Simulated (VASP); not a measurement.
# La (Fm-3m) in VASP: further runs, part 2 of 2

VASP 6.6.1.

### 4 Single point, LDA (volume scaled by 1.04)

Contents of INCAR:

```
  PREC = Accurate
  ENCUT = 520
  EDIFF = 1E-6
  ISMEAR = -1
  SIGMA = 0.1
  LREAL = F
  LASPH = T
  NELM = 80
  ALGO = Normal
  ISIF = 2
  LWAVE = F
  LCHARG = F
  GGA = CA
  NBANDS = 12
```

Contents of KPOINTS:

```
Automatic mesh
0
Gamma
  12 12 12
```

Contents of POSCAR:

```
La
1.0
    0.0000000000      2.5525413404      2.5525413404
    2.5525413404      0.0000000000      2.5525413404
    2.5525413404      2.5525413404      0.0000000000
La
1
Direct
    0.0000000000      0.0000000000      0.0000000000
```

Potentials or basis: VASP PAW LDA potentials, release 64 (La).

Command:

```console
> cat potpaw_LDA.64/La/POTCAR > POTCAR
> mpirun -np 1 vasp_std > vasp.out
```

OUTCAR:

```text
PREC = Accurate
   ENCUT = 520
   EDIFF = 1E-6
   ISMEAR = -1
   LREAL = F
   LASPH = T
   NELM = 80
   ISIF = 2
   GGA = CA

 ion  position               nearest neighbor table
   1  0.000  0.000  0.000-

  LATTYP: Found a face centered cubic cell.
 ALAT       =     5.1050826808

  Lattice vectors:

 A1 = (   0.0000000000,   2.5525413404,   2.5525413404)
 A2 = (   2.5525413404,   0.0000000000,   2.5525413404)
 A3 = (   2.5525413404,   2.5525413404,   0.0000000000)

Analysis of symmetry for initial positions (statically):
=====================================================================
 Subroutine PRICEL returns:
 Original cell was already a primitive cell.

 Routine SETGRP: Setting up the symmetry group for a
 face centered cubic supercell.

 Subroutine GETGRP returns: Found 48 space group operations
 (whereof 48 operations were pure point group operations)
 out of a pool of 48 trial point group operations.

The static configuration has the point symmetry O_h .

Analysis of symmetry for dynamics (positions and initial velocities):
=====================================================================
 Subroutine PRICEL returns:
 Original cell was already a primitive cell.

 Routine SETGRP: Setting up the symmetry group for a
 face centered cubic supercell.

 Subroutine GETGRP returns: Found 48 space group operations
 (whereof 48 operations were pure point group operations)
 out of a pool of 48 trial point group operations.

The dynamic configuration has the point symmetry O_h .

 Subroutine INISYM returns: Found 48 space group operations
 (whereof 48 operations are pure point group operations),
 and found     1 'primitive' translations

----------------------------------------------------------------------------------------

                                     Primitive cell

  volume of cell :      33.2620

  direct lattice vectors                    reciprocal lattice vectors
     0.000000000  2.552541340  2.552541340    -0.195883213  0.195883213  0.195883213
     2.552541340  0.000000000  2.552541340     0.195883213 -0.195883213  0.195883213
     2.552541340  2.552541340  0.000000000     0.195883213  0.195883213 -0.195883213

  length of vectors
     3.609838582  3.609838582  3.609838582     0.339279678  0.339279678  0.339279678

  position of ions in fractional coordinates (direct lattice)
     0.000000000  0.000000000  0.000000000

  ion indices of the primitive-cell ions
   primitive index   ion index
                 1           1

----------------------------------------------------------------------------------------

 KPOINTS: Automatic mesh

Automatic generation of k-mesh.
 Grid dimensions read from file:
 generate k-points for:   12   12   12

 Generating k-lattice:

  Cartesian coordinates                     Fractional coordinates (reciprocal lattice)
    -0.016323601  0.016323601  0.016323601     0.083333333  0.000000000  0.000000000
     0.016323601 -0.016323601  0.016323601     0.000000000  0.083333333  0.000000000
     0.016323601  0.016323601 -0.016323601     0.000000000  0.000000000  0.083333333

  Length of vectors
     0.028273306  0.028273306  0.028273306

  Shift w.r.t. Gamma in fractional coordinates (k-lattice)
     0.000000000  0.000000000  0.000000000

 Subroutine IBZKPT returns following result:
 ===========================================

 Found     72 irreducible k-points:

 Following reciprocal coordinates:
            Coordinates               Weight
  0.000000  0.000000  0.000000      1.000000
  0.083333  0.000000  0.000000      8.000000
  0.166667  0.000000  0.000000      8.000000
  0.250000  0.000000  0.000000      8.000000
  0.333333  0.000000  0.000000      8.000000
  0.416667  0.000000  0.000000      8.000000
[... 16 lines left out ...]
  0.500000  0.166667  0.000000     24.000000
 -0.416667  0.166667  0.000000     24.000000
 [... further k-points ...]
   k-points           NKPTS =     72   k-points in BZ     NKDIM =     72   number of bands    NBANDS=     12
   number of dos      NEDOS =    301   number of ions     NIONS =      1
   total plane-waves  NPLWV =  21952
   dimension x,y,z NGX =    28 NGY =   28 NGZ =   28
   dimension x,y,z NGXF=    56 NGYF=   56 NGZF=   56
   ions per type =               1
   NGX,Y,Z   is equivalent  to a cutoff of  12.89, 12.89, 12.89 a.u.
   NGXF,Y,Z  is equivalent  to a cutoff of  25.79, 25.79, 25.79 a.u.
 SYSTEM =  unknown system
   PREC   = accura    normal or accurate (medium, high low for compatibility)
   ISTART =      0    job   : 0-new  1-cont  2-samecut
   ICHARG =      2    charge: 1-file 2-atom 10-const
   ISPIN  =      1    spin polarized calculation?
   LNONCOLLINEAR =      F non collinear calculations
   LSORBIT =      F    spin-orbit coupling
   LASPH  =      T    aspherical Exc in radial PAW
   ENCUT  =  520.0 eV  38.22 Ry    6.18 a.u.   6.71  6.71  6.71*2*pi/ulx,y,z
   NELM   =     80;   NELMIN=  2; NELMDL= -5     # of ELM steps
   EDIFF  = 0.1E-05   stopping-criterion for ELM
   LREAL  =      F    real-space projection
   EDIFFG = 0.1E-04   stopping-criterion for IOM
   NSW    =      0    number of steps for IOM
   IBRION =     -1    ionic relax: 0-MD 1-quasi-New 2-CG
   NFREE  =      0    steps in history (QN), initial steepest desc. (CG)
   ISIF   =      2    stress and relaxation
   ISYM   =      2    0-nonsym 1-usesym 2-fastsym
   POTIM  = 0.5000    time-step for ionic-motion
   TEBEG  =    0.0;   TEEND  =   0.0 temperature during run
   PSTRESS=    0.0 pullay stress
   NELECT =      11.0000    total number of electrons
   NUPDOWN=      -1.0000    fix difference up-down
   EMIN   =  10.00;   EMAX   =-10.00  energy-range for DOS
   EFERMI =   0.00;   METHOD = LEGACY
   ISMEAR =    -1;   SIGMA  =   0.10  broadening in eV -4-tet -1-fermi 0-gaus
   EFERMI_NEDOS =   21; number of points for ismear=-14 and -15
   IALGO  =     38    algorithm
   IMIX   =      4    mixing-type and parameters
     AMIX     =   0.40;   BMIX     =  1.00
     AMIX_MAG =   1.60;   BMIX_MAG =  1.00
  volume/ion in A,a.u.               =      33.26       224.46
  Fermi-wavevector in a.u.,A,eV,Ry     =   1.132113  2.139383 17.438299  1.281679
  Thomas-Fermi vector in A             =   2.268813
   LORBIT       =      0    0 simple, 1 ext, 2 COOP (PROOUT), +10 PAW based schemes
   GGA     = CA    functional components
   LHFCALC =     F    Hartree Fock is set to
   AEXX    =    0.0000 exact exchange contribution
   IVDW    =     0    specifies the selected vdW correction
   LEPSILON=     F    determine dielectric tensor
   LRPA    =     F    only Hartree local field effects (RPA)
 non-spin polarized calculation
  energy-cutoff  :      520.00
  volume of cell :       33.26
 maximum number of plane-waves:       934
   NGX = 13   NGY = 13   NGZ = 13

 number of electron      11.0000001 magnetization

 Free energy of the ion-electron system (eV)
  ---------------------------------------------------
  ext. energy  EPLUGINS =         0.00000000
  ---------------------------------------------------
  free energy    TOTEN  =        -5.61162601 eV

  energy without entropy =       -5.55693009  energy(sigma->0) =       -5.58427805

 E-fermi :   8.7497     XC(G=0): -10.2179

 val. band max:        8.7019106940   @ k =   0.5000   0.2500   0.0833
 cond. band min:       8.7564568433   @ k =  -0.3333   0.4167   0.1667
 fundamental gap:      0.0545461493
 Fermi energy:         8.7496646355

 k-point     1 :       0.0000    0.0000    0.0000
  band No.  band energies     occupation
      1     -23.8607      2.00000
      2      -6.5808      2.00000
      3      -6.5808      2.00000
      4      -6.5808      2.00000
      5       5.6792      2.00000
      6       9.9953      0.00001
      7      10.3272      0.00000
      8      10.3272      0.00000
      9      10.3272      0.00000
     10      10.5894      0.00000
     11      10.5894      0.00000
     12      10.5894      0.00000
[... 331 lines left out ...]
 k-point    24 :      -0.4167    0.1667    0.0000
  band No.  band energies     occupation
      1     -23.5253      2.00000
      2      -8.3358      2.00000
      3      -7.2074      2.00000
      4      -6.8978      2.00000
      5       7.6716      1.99996
      6       8.8730      0.45130
      7      10.3604      0.00000
      8      10.5314      0.00000
      9      10.5888      0.00000
     10      10.6251      0.00000
     11      10.9519      0.00000
     12      11.1602      0.00000

 [... further k-points ...]

------------------------ aborting loop because EDIFF is reached ----------------------------------------

  FORCE on cell =-STRESS in cart. coord.  units (eV):
  Direction    XX          YY          ZZ          XY          YZ          ZX
  --------------------------------------------------------------------------------------
  -------------------------------------------------------------------------------------
  Total       -0.2279105     -0.2279105     -0.2279105      0.0000000      0.0000000     -0.0000000
  in kB      -10.9780835    -10.9780835    -10.9780835      0.0000000      0.0000000     -0.0000000
  external PRESSURE =     -10.9780835 kB  Pullay stress =       0.0000000 kB

 VOLUME and BASIS-vectors are now :
 -----------------------------------------------------------------------------
  energy-cutoff  :      520.00
  volume of cell :       33.26
      direct lattice vectors                 reciprocal lattice vectors
     0.000000000  2.552541340  2.552541340    -0.195883213  0.195883213  0.195883213
     2.552541340  0.000000000  2.552541340     0.195883213 -0.195883213  0.195883213
     2.552541340  2.552541340  0.000000000     0.195883213  0.195883213 -0.195883213

 POSITION                                       TOTAL-FORCE (eV/Angst)
 -----------------------------------------------------------------------------------
      0.00000      0.00000      0.00000         0.000000      0.000000      0.000000
 -----------------------------------------------------------------------------------
    total drift:                                0.000000      0.000000      0.000000

  FREE ENERGIE OF THE ION-ELECTRON SYSTEM (eV)
  ---------------------------------------------------
  free  energy   TOTEN  =        -5.6116260068 eV

  energy  without entropy=       -5.5569300925  energy(sigma->0) =       -5.58427805
```

stdout:

```text
POSCAR found type information on POSCAR La
 POSCAR found :  1 types and       1 ions
 scaLAPACK will be used
 LDA part: xc-table for (Slater(with rela. corr.)+CA(PZ))
 , standard interpolation
 POSCAR, INCAR and KPOINTS ok, starting setup
 FFT: planning ... GRIDC
 FFT: planning ... GRID_SOFT
 FFT: planning ... GRID
 WAVECAR not read
 entering main loop
```

It took 35 s on 1 thread of Intel Xeon Platinum 8175M at 2.50GHz (Skylake/Cascade Lake), shared host; peak memory 0.17 GiB.

What came out:

```
Free energy : -5.6116 eV
Pressure    : -1.1 GPa
```

Caveat: spin-orbit coupling is left out, which moves the levels of the heavy elements.

### 5 Overview

| cell | gap on the mesh (eV) | pressure (GPa) |
| --- | --- | --- |
| a = 3.515 Å, angles 60.0°, 1 atom | none | 1.4 |
| a = 3.563 Å, angles 60.0°, 1 atom | none | 0.1 |
| a = 3.610 Å, angles 60.0°, 1 atom | none | -1.1 |

Alike in all rows: task single point; level LDA; potentials or basis VASP PAW LDA potentials, release 64 (La); no spin polarisation; k mesh 12 × 12 × 12; cutoff (eV) 520; smearing fermi-dirac 0.1 eV.

Caveats: spin-orbit coupling is left out, which moves the levels of the heavy elements.

Absolute energies hang on the potentials; compare differences alone.
